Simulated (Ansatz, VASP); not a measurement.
Two plane-wave programs on Ti

Contents of POSCAR:

```
Ti
1.0
    4.6000000000      0.0000000000      0.0000000000
   -2.3000000000      3.9837168574      0.0000000000
    0.0000000000      0.0000000000      2.8200000000
Ti
3
Direct
    0.0000000000      0.0000000000      0.0000000000
    0.3333333333      0.6666666667      0.5000000000
    0.6666666667      0.3333333333      0.5000000000
```

Contents of INCAR.step1:

```
SYSTEM = Ti
PREC = Accurate
ENCUT = 520
ISMEAR = 0
SIGMA = 0.1
LREAL = .False.
LASPH = .True.
NELM = 60
NBANDS = 25
GGA = PE
ALGO = Normal
EDIFF = 1E-4
LWAVE = .True.
LCHARG = .False.
```

INCAR.step2

```
SYSTEM = Ti
PREC = Accurate
ENCUT = 520
EDIFF = 1E-6
ISMEAR = 0
SIGMA = 0.1
LREAL = .False.
LASPH = .True.
NELM = 60
ALGO = Normal
ISIF = 2
LWAVE = .False.
LCHARG = .False.
METAGGA = R2SCAN
LMIXTAU = .True.
NBANDS = 25
ISTART = 1
```

Contents of KPOINTS:

```
regular mesh
0
Gamma
  12 12 14
  0 0 0
```

Input for Ansatz:

```yaml
crystal:
  lattice:
    - [4.6, 0.0, 0.0]
    - [-2.3, 3.9837168574, 0.0]
    - [0.0, 0.0, 2.82]
  atoms:
    - { symbol: Ti, position: [0.0, 0.0, 0.0] }
    - { symbol: Ti, position: [0.3333333333, 0.6666666667, 0.5] }
    - { symbol: Ti, position: [0.6666666667, 0.3333333333, 0.5] }
basis:
  ecutwfc: 500
kpoints:
  mp_grid: { grid: [12, 12, 14] }
hamiltonian:
  xc: r2scan
scf:
  occupations: { method: gaussian, width: 0.1 }
output:
  forces: true
  stress: true
  eigenvalues: true
  populations: true
  write_density: true
  write_potential: true
  elf: true
  volumetric_format: npy
```

Alike in both runs: task single point; functional r2SCAN; k mesh 12 × 12 × 14; occupations gaussian, width 0.1 eV; no spin polarisation.

|  | VASP | Ansatz |
| --- | --- | --- |
| version | VASP 6.6.1 | Ansatz 0.2.0 |
| potentials or method | VASP PAW PBE potentials, release 64 (Ti_sv), cutoff 520 eV | scalar-relativistic, plane waves, PAW |
| valence electrons in the cell | 36 | 36 |

VASP gave:

```
gap on the k mesh at the Fermi level (eV)                     : none
pressure (GPa)                                                : -1.0
traceless stress, the component that is largest in VASP (GPa) : 1.06
```

Q: Estimate Ansatz's values.

A: gap on the k mesh at the Fermi level (eV): none; pressure (GPa): -1.4; traceless stress, the component that is largest in VASP (GPa): 1.10.

VASP's potentials were made for PBE, not for r2SCAN. A gap of «none» marks a metal or a gap that the smearing closes. The functional is the same, so the differences come from potentials, cutoffs and numerics.
